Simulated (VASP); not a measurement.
# K2Ir (fluorite type): relaxation of cell and atoms with PBEsol

The system is K2Ir (fluorite type).

```
CELL_PARAMETERS angstrom
0.00000 3.79161 3.79161
3.79161 0.00000 3.79161
3.79161 3.79161 0.00000
ATOMIC_POSITIONS crystal
Ir 0.00000 0.00000 0.00000
K 0.25000 0.25000 0.25000
K 0.75000 0.75000 0.75000
```

| Item | Value |
| --- | --- |
| Program | VASP 6.6.1 |
| Task | relaxation of cell and atoms |
| Functional | PBEsol |
| Potentials or basis | VASP PAW PBE potentials, release 64 (Ir, K_sv) |
| Cutoff | 600 eV |
| k mesh | 8 × 8 × 8 |
| Occupations | fermi-dirac, width 0.05 eV |
| Spin | no spin polarisation |
| Dipole correction | no |
| Further INCAR settings | ALGO = Normal; EDIFF = 1e-06; IBRION = 2; EDIFFG = -0.005; NSW = 40; ISIF = 3 |

```
Relaxed volume                        : 36.48 Å³/atom
Relaxed cell                          : a = 5.369 Å, b = 5.369 Å, c = 5.369 Å, α = 60.00°, β = 60.00°, γ = 60.00°
Space group after relaxing (to 0.1 Å) : Fm-3m (No. 225)
Energy gained by relaxing             : 0.0 meV/atom
Ionic steps                           : 4
Pressure after relaxing               : 0.0 GPa
Band gap on the k mesh                : zero (an odd number of electrons rules out a gap without spin polarisation)
```

Final structure:
```
Ir K
1.0
     0.00000    3.79661    3.79661
     3.79661    0.00000    3.79661
     3.79661    3.79661    0.00000
Ir K
1 2
Direct
  0.00000 0.00000 0.00000
  0.25000 0.25000 0.25000
  0.75000 0.75000 0.75000
```

Levels at points of the mesh, in eV from the Fermi level:
```
           k point  band 11  band 12  band 13  band 14  band 15  band 16  band 17
(0.00, 0.00, 0.00)    -0.22    -0.07    -0.07    -0.07     3.12     3.12     3.12
(0.50, 0.00, 0.00)    -0.17    -0.17    -0.07    -0.07     0.93     3.74     3.74
(0.50, 0.50, 0.00)    -0.39    -0.05    -0.05     0.02     1.16     3.54     3.71
```

Run time: 2.9 min on 1 thread of AMD EPYC 9R45 96-Core Processor (Zen 5), with other jobs on the host, peak memory 0.34 GiB.

Caveat: the PAW data sets were made with another functional, which shifts forces and pressure a little; spin-orbit coupling is left out, which moves the levels of the heavy elements.
